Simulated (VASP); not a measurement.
A run of VASP 6.6.1 is set up as follows.

Contents of POSCAR:

```
BN
1.0
    2.8795904600      0.0000000000      0.0000000000
   -1.4397952300      2.4937984908      0.0000000000
    0.0000000000      0.0000000000      6.6612000000
B N
2 2
Direct
    0.3333333333      0.6666666667      0.2500000000
    0.6666666667      0.3333333333      0.7500000000
    0.3333333333      0.6666666667      0.7500000000
    0.6666666667      0.3333333333      0.2500000000
```

The input INCAR.step1:

```
PREC = Accurate ; ENCUT = 520
ISMEAR = 0 ; SIGMA = 0.05
LREAL = F ; LASPH = T
NELM = 60 ; NBANDS = 16
GGA = PE ; ALGO = Normal
EDIFF = 1E-4 ; LWAVE = T
LCHARG = F
```

INCAR.step2

```
PREC = Accurate ; ENCUT = 520
EDIFF = 1E-6 ; ISMEAR = 0
SIGMA = 0.05 ; LREAL = F
LASPH = T ; NELM = 60
ALGO = Normal ; ISIF = 2
LWAVE = F ; LCHARG = F
METAGGA = R2SCAN ; LMIXTAU = T
NBANDS = 16 ; ISTART = 1
```

KPOINTS

```
Automatic mesh
0
Gamma
  12 12 4
```

Potentials or basis: VASP PAW PBE potentials, release 64 (B, N).

The run is started by

```console
$ cat potpaw_PBE.64/B/POTCAR potpaw_PBE.64/N/POTCAR > POTCAR
$ cp INCAR.step1 INCAR
$ mpirun -np 1 vasp_std > vasp.out
$ cp INCAR.step2 INCAR
$ mpirun -np 1 vasp_std > vasp.out
```

Estimate the band gap on the k mesh.

4.00 eV (least direct gap 4.16 eV).

What does it give for the pressure?

-54.9 GPa.

Stress tensor (GPa, compression positive):
```
-82.10   0.00   0.00
  0.00 -82.10   0.00
  0.00   0.00  -0.43
```

Caveat: the cell differs from its parent crystal (strain +0.1500 x Voigt [1, 1, 0, 0, 0, 0]); the cell stands under tension; the PAW data sets were made with another functional, which shifts forces and pressure a little. A k mesh can miss the band edges.
